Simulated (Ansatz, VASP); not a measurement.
**One calculation of ZnSe, two programs**

```
Zn Se
1.0
     0.00000    2.83380    2.83380
     2.83380    0.00000    2.83380
     2.83380    2.83380    0.00000
Zn Se
1 1
Cartesian
  0.0000 0.0000 0.0000
  4.2507 4.2507 4.2507
```

Alike in both runs: task single point; functional PBE; k mesh 8 × 8 × 8; occupations gaussian, width 0.05 eV; no spin polarisation.

|  | VASP | Ansatz |
| --- | --- | --- |
| version | VASP 6.6.1 | Ansatz 0.2.0 |
| potentials or method | VASP PAW PBE potentials, release 64 (Zn, Se), cutoff 520 eV | scalar-relativistic, plane waves, PAW |
| valence electrons in the cell | 18 | 28 |

|  | VASP | Ansatz | Ansatz less VASP |
| --- | --- | --- | --- |
| gap on the k mesh at the Fermi level (eV) | 1.29 | 1.29 | -0.002 |
| least direct gap on the mesh (eV) | 1.29 | 1.29 | -0.002 |
| pressure (GPa) | 2.3 | 2.1 | -0.24 |

VASP's potentials hold 18 valence electrons a cell and Ansatz's 28, so a difference there can come from the potentials and not from the codes.
